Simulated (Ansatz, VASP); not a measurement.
## Two plane-wave programs on Na3LiB5

```
CELL_PARAMETERS angstrom
5.58448 0.00000 0.00000
-2.79224 4.83630 0.00000
0.00000 0.00000 4.34769
ATOMIC_POSITIONS crystal
Na 0.59450 0.00000 0.00000
Na 0.00000 0.59450 0.00000
Na 0.40550 0.40550 0.00000
Li 0.00000 0.00000 0.00000
B 0.38653 0.00000 0.50000
B 0.00000 0.38653 0.50000
B 0.61347 0.61347 0.50000
B 0.33333 0.66667 0.50000
B 0.66667 0.33333 0.50000
```

Change from the starting cell: species swapped into the Tm3Ga5Ni type (P-62m, No. 189).

Alike in both runs: task relaxation of cell and atoms; functional PBE; k mesh 6 × 6 × 4; occupations gaussian, width 0.1 eV; no spin polarisation.

```csv
,VASP,Ansatz
version,VASP 6.6.1,Ansatz 0.2.0
potentials or method,"VASP PAW PBE potentials, release 64 (Na_pv, Li_sv, B), cutoff 600 eV","scalar-relativistic, plane waves, PAW"
valence electrons in the cell,39,45
```

|  | VASP | Ansatz | Ansatz less VASP |
| --- | --- | --- | --- |
| gap on the k mesh at the Fermi level, each at its own relaxed structure (eV) | none | none | - |
| relaxed volume (Å³/atom) | 13.05 | 13.05 | 0.000 |
| relaxed cell length with the largest relative difference (Å) | 4.348 | 4.348 | 0.0000 |

A gap of «none» marks a metal or a gap that the smearing closes. VASP's potentials hold 39 valence electrons a cell and Ansatz's 45, so a difference there can come from the potentials and not from the codes.

The k mesh is coarse, so the values compare programs but aren't converged. Noted on VASP's run: the cutoff is short for stress, so the pressure is rough; the relaxation stopped at its first step, so nothing moved.
